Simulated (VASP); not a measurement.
AlP (pbe), 2 atoms in the cell. It takes space group F-43m (No. 216, cubic). The conventional cell has a = 5.507 Å, b = 5.507 Å, c = 5.507 Å, α = 90.00°, β = 90.00°, γ = 90.00°. Al (site symmetry -43m) has 4 P at 2.38 Å within 3.2 Å. Within 3.2 Å of P (site symmetry -43m) lie 4 Al at 2.38 Å. 

| Item | Value |
| --- | --- |
| Program | VASP 6.6.1 |
| Task | single point |
| Functional | PBE |
| Potentials or basis | VASP PAW PBE potentials, release 64 (Al, P) |
| Cutoff | 500 eV |
| k mesh | 8 × 8 × 8 |
| Occupations | gaussian, width 0.02 eV |
| Spin | no spin polarisation |
| Dipole correction | no |
| Further INCAR settings | ALGO = Normal; EDIFF = 1e-06; NBANDS = 11 |

Potentials or basis: VASP PAW PBE potentials, release 64 (Al, P).

The run is started by

```console
$ cat potpaw_PBE.64/Al/POTCAR potpaw_PBE.64/P/POTCAR > POTCAR
$ mpirun -np 1 vasp_std > vasp.out
```

Hardware: 1 thread of Intel(R) Xeon(R) Platinum 8259CL CPU @ 2.50GHz (Skylake/Cascade Lake), on a shared host.

Q: Estimate the wall time of this run.

A: Wall time 8.7 s on 1 thread of Intel(R) Xeon(R) Platinum 8259CL CPU @ 2.50GHz (Skylake/Cascade Lake), with other jobs on the host, peak memory 0.15 GiB. Counts: scf iterations 12, k points 29.
